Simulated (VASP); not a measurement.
Here is a VASP 6.6.1 calculation.

Contents of INCAR:

```
SYSTEM = BP
ALGO = Normal ; EDIFF = 1E-8
ENCUT = 500 ; GGA = PS
GGA_COMPAT = .FALSE. ; IBRION = 8
ISIF = 2 ; ISMEAR = 0
LASPH = .TRUE. ; LCHARG = .FALSE.
LREAL = .FALSE. ; LWAVE = .FALSE.
NBANDS = 11 ; NELM = 120
NSW = 1 ; PREC = Accurate
SIGMA = 0.01
```

File KPOINTS:

```
k-points
0
G
  8 8 8
  0 0 0
```

File POSCAR:

```
BP
1.0
    0.0000000000      2.2601526829      2.2601526829
    2.2601526829      0.0000000000      2.2601526829
    2.2601526829      2.2601526829      0.0000000000
B P
1 1
Direct
    0.0000000000      0.0000000000      0.0000000000
    0.2500000000      0.2500000000      0.2500000000
```

Potentials or basis: VASP PAW PBE potentials, release 64 (B, P).

Run with:

```sh
$ cat potpaw_PBE.64/B/POTCAR potpaw_PBE.64/P/POTCAR > POTCAR
$ mpirun -np 1 vasp_std > vasp.out
```

Task: What does it give for the highest phonon frequency at Γ, LO-TO splitting left out?

Result: 811 cm⁻¹.

Phonon frequencies in cm⁻¹ (negative: imaginary):
| q point | frequencies |
| --- | --- |
| (0.000, 0.000, 0.000) | 0 0 0 811 811 811 |
